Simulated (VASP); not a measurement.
Here is a VASP 6.6.1 calculation.

The input POSCAR:

```
KCl
1.0
    3.5652625019      0.0000000000      0.0000000000
    0.0000000000      3.5652625019      0.0000000000
    0.0000000000      0.0000000000      3.8466665134
K Cl
1 1
Direct
    0.0000000000      0.0000000000      0.0000000000
    0.5000000000      0.5000000000      0.5000000000
```

Contents of INCAR.step1:

```
SYSTEM = KCl
PREC = Accurate ; ENCUT = 520
EDIFF = 1E-5 ; ISMEAR = 0
SIGMA = 0.01 ; LREAL = .FALSE.
LASPH = .TRUE. ; NELM = 60
ALGO = Normal ; ISIF = 2
LWAVE = .TRUE. ; NBANDS = 15
GGA = PE ; KPAR = 4
```

The input INCAR.step2:

```
SYSTEM = KCl
PREC = Accurate ; ENCUT = 520
EDIFF = 1E-6 ; ISMEAR = 0
SIGMA = 0.01 ; LREAL = .FALSE.
LASPH = .TRUE. ; NELM = 60
ALGO = Normal ; ISIF = 2
LWAVE = .FALSE. ; LCHARG = .TRUE.
GGA = PE ; LHFCALC = .TRUE.
HFSCREEN = 0.2079 ; PRECFOCK = Normal
LVHAR = .TRUE. ; NBANDS = 15
ISTART = 1 ; KPAR = 4
```

File KPOINTS:

```
regular mesh
0
G
  6 6 6
  0 0 0
```

Potentials or basis: VASP PAW PBE potentials, release 64 (K_sv, Cl).

Command:

```sh
$ cat potpaw_PBE.64/K_sv/POTCAR potpaw_PBE.64/Cl/POTCAR > POTCAR
$ cp INCAR.step1 INCAR
$ mpirun -np 4 vasp_std > vasp.out
$ cp INCAR.step2 INCAR
$ mpirun -np 4 vasp_std > vasp.out
```

Q: Predict the pressure.

A: 3.3 GPa.

Q: Predict the band gap on the k mesh.

A: 6.55 eV (least direct gap 6.78 eV).

Stress tensor (GPa, compression positive):
```
4.65 0.00 0.00
0.00 4.65 0.00
0.00 0.00 0.72
```

Caveat: the cell differs from its parent crystal (epitaxial xy strain -5.5%); the cell stands under pressure; the structure was generated, so it needn't be the stable form of KCl; the PAW data sets were made with another functional, which shifts forces and pressure a little. A k mesh can miss the band edges.
